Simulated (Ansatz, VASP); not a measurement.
# Sn: VASP beside Ansatz

```
Sn
1.0
     3.54434    0.00000    0.00000
    -1.77217    3.06949    0.00000
     0.00000    0.00000    3.31174
Sn
1
Direct
  0.00000 0.00000 0.00000
```

Alike in both runs: task relaxation of cell and atoms; functional PBE; k mesh 6 × 6 × 6; occupations gaussian, width 0.1 eV; no spin polarisation.

```csv
,VASP,Ansatz
version,VASP 6.6.1,Ansatz 0.2.0
potentials or method,"VASP PAW PBE potentials, release 64 (Sn_d), cutoff 500 eV","scalar-relativistic, plane waves, PAW"
valence electrons in the cell,14,14
```

```csv
,VASP,Ansatz,Ansatz less VASP
"gap on the k mesh at the Fermi level, each at its own relaxed structure (eV)",none,none,-
relaxed volume (Å³/atom),28.75,28.69,-0.056
relaxed length of the cell vector where the two differ most in proportion (Å),3.176,3.169,-0.0069
```

A gap of «none» marks a metal or a gap that the smearing closes.

Noted on VASP's run: the volume moved by over 15 % at a fixed basis, so the end points are rough.
